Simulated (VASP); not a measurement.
The system is SiSe2.

```
CELL_PARAMETERS angstrom
-3.11202 5.01022 2.93545
3.11202 -5.01022 2.93545
3.11202 5.01022 -2.93545
ATOMIC_POSITIONS crystal
Si 0.75000 0.75000 0.00000
Si 0.25000 0.25000 0.00000
Se 0.12065 0.20322 0.32387
Se 0.87935 0.79678 0.67613
Se 0.37935 0.70322 0.08257
Se 0.62065 0.29678 0.91743
```

| Quantity | Value |
| --- | --- |
| Program | VASP 6.6.1 |
| Task | relaxation of cell and atoms |
| Functional | PBE |
| Dispersion | D3(BJ) |
| Potentials or basis | VASP PAW PBE potentials, release 64 (Si, Se) |
| Cutoff | 500 eV |
| k mesh | 6 × 6 × 6 |
| Occupations | gaussian, width 0.02 eV |
| Spin | no spin polarisation |

At the start: pressure 0.3 GPa; volume 30.51 Å³/atom.

Q: How do energy, volume and symmetry change on relaxing?

A: Over 18 steps the energy falls by 14.4 meV/atom and the volume is 26.98 Å³/atom (-11.6 %); space group Ibam (No. 72, to 0.05 Å).

The path:
```tsv
step	energy change (eV)	largest force (eV/Å)	pressure (GPa)	volume (Å³)
1	0.0000	0.3575	0.28	183.08
2	-0.0082	0.0328	-0.98	184.50
3	-0.0098	0.0776	-0.62	184.09
4	-0.0221	0.0683	-0.56	181.76
5	-0.0518	0.0498	-0.30	174.87
6	-0.0680	0.0562	0.58	161.62
7	-0.0703	0.0540	0.30	165.38
8	-0.0795	0.0876	-0.12	163.80
9	-0.0807	0.1384	-0.32	163.01
10	-0.0835	0.0555	0.19	161.07
11	-0.0836	0.0552	0.10	161.41
12	-0.0844	0.0519	0.03	161.60
13	-0.0851	0.0527	-0.15	162.05
14	-0.0855	0.0356	-0.08	161.98
15	-0.0859	0.0226	0.03	161.85
16	-0.0856	0.0737	0.25	161.60
17	-0.0860	0.0315	0.09	161.79
18	-0.0863	0.0188	0.05	161.90
```

Final structure:
```yaml
crystal:
  lattice:
    - [-2.95149, 4.68801, 2.92528]
    - [2.95149, -4.68801, 2.92528]
    - [2.95149, 4.68801, -2.92528]
  atoms:
    - { symbol: Si, position: [0.75000, 0.75000, 0.00000] }
    - { symbol: Si, position: [0.25000, 0.25000, 0.00000] }
    - { symbol: Se, position: [0.12733, 0.22146, 0.34879] }
    - { symbol: Se, position: [0.87267, 0.77854, 0.65121] }
    - { symbol: Se, position: [0.37267, 0.72146, 0.09413] }
    - { symbol: Se, position: [0.62733, 0.27854, 0.90587] }
```
